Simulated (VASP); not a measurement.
A run of VASP 6.6.1 is set up as follows.

File INCAR:

```
SYSTEM = AlCo
ALGO = Normal
EDIFF = 1E-6
ENCUT = 690
GGA = PE
GGA_COMPAT = .False.
ISIF = 2
ISMEAR = -1
LASPH = .True.
LCHARG = .False.
LREAL = .False.
LWAVE = .False.
NBANDS = 17
NELM = 120
PREC = Accurate
SIGMA = 0.08
```

Contents of KPOINTS:

```
k-points
0
Gamma
  16 16 14
  0 0 0
```

POSCAR

```
AlCo
1.0
    2.4427678304      0.0000000000      0.0000000000
   -1.2213839152      2.1154989967      0.0000000000
    0.0000000000      0.0000000000      3.5164387046
Co Al
1 1
Direct
    0.0000000000      0.0000000000      0.0000000000
    0.3333333333      0.6666666667      0.5000000000
```

Potentials or basis: VASP PAW PBE potentials, release 64 (Co_sv, Al).

Launch:

```sh
$ cat potpaw_PBE.64/Co_sv/POTCAR potpaw_PBE.64/Al/POTCAR > POTCAR
$ mpirun -np 1 vasp_std > vasp.out
```

(1) What does it give for the band gap on the k mesh?

(2) What does it give for the pressure?

Answers

(1) zero (bands 10 and 11 overlap by 2.07 eV).

(2) 88.2 GPa.

Caveat: the cell stands under pressure; the run has no spin polarisation, though such a crystal can be magnetic.
